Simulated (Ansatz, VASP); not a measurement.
One calculation of SnO, two programs

```xyz
8
Lattice="3.8202 0.0000 0.0000 0.0000 3.8202 0.0000 0.0000 0.0000 22.2261" Properties=species:S:1:pos:R:3 pbc="T T T"
Sn    1.9101    0.0000    4.5000
Sn    0.0000    1.9101    6.8630
Sn    0.9550    2.8651   11.1630
Sn    2.8651    0.9550   13.5261
O     0.0000    0.0000    5.6815
O     1.9101    1.9101    5.6815
O     2.8651    2.8651   12.3446
O     0.9550    0.9550   12.3446
```

Alike in both runs: task single point; functional PBE; dispersion D3(BJ); k mesh 7 × 7 × 1; occupations gaussian, width 0.05 eV; no spin polarisation.

```csv
,VASP,Ansatz
version,VASP 6.6.1,Ansatz 0.2.0
potentials or method,"VASP PAW PBE potentials, release 64 (Sn_d, O), cutoff 520 eV","scalar-relativistic, plane waves, PAW"
valence electrons in the cell,80,80
```

|  | VASP | Ansatz | Ansatz less VASP |
| --- | --- | --- | --- |
| gap on the k mesh at the Fermi level (eV) | 2.56 | 2.61 | +0.045 |
| least direct gap on the mesh (eV) | 2.59 | 2.63 | +0.043 |
| rms of the force components (eV/Å) | 0.046 | 0.015 | -0.0316 |
